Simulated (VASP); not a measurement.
Runs of VASP 6.6.1 on InSb3. The structure is that of space group Pm-3m (No. 221), or close to it. The cells are those of the table. 

| cell | gap on the mesh (eV) | pressure (GPa) |
| --- | --- | --- |
| a = 4.682 Å, 4 atoms | none | (b) |
| a = 4.898 Å, 4 atoms | none | -2.4 |
| a = 4.771 Å, 4 atoms | none | 1.4 |
| a = 4.856 Å, 4 atoms | none | -1.3 |
| a = 4.727 Å, 4 atoms | none | 3.1 |
| a = 4.939 Å, 4 atoms | none | (a) |

Alike in all rows: task single point; level PBE; potentials or basis VASP PAW PBE potentials, release 64 (In_d, Sb); no spin polarisation; k mesh 10 × 10 × 10; cutoff (eV) 520; smearing gaussian 0.15 eV.

Q: Estimate the missing entries.

A: (a) -3.3; (b) 5.1.

Caveats: spin-orbit coupling is left out, which moves the levels of the heavy elements; the cell stands under pressure (at least some runs); the cell stands under tension (at least some runs).

A k mesh can miss the band edges, and the runs leave out spin-orbit coupling on In, Sb.

A gap of «none» marks levels without a gap at the run's occupations.
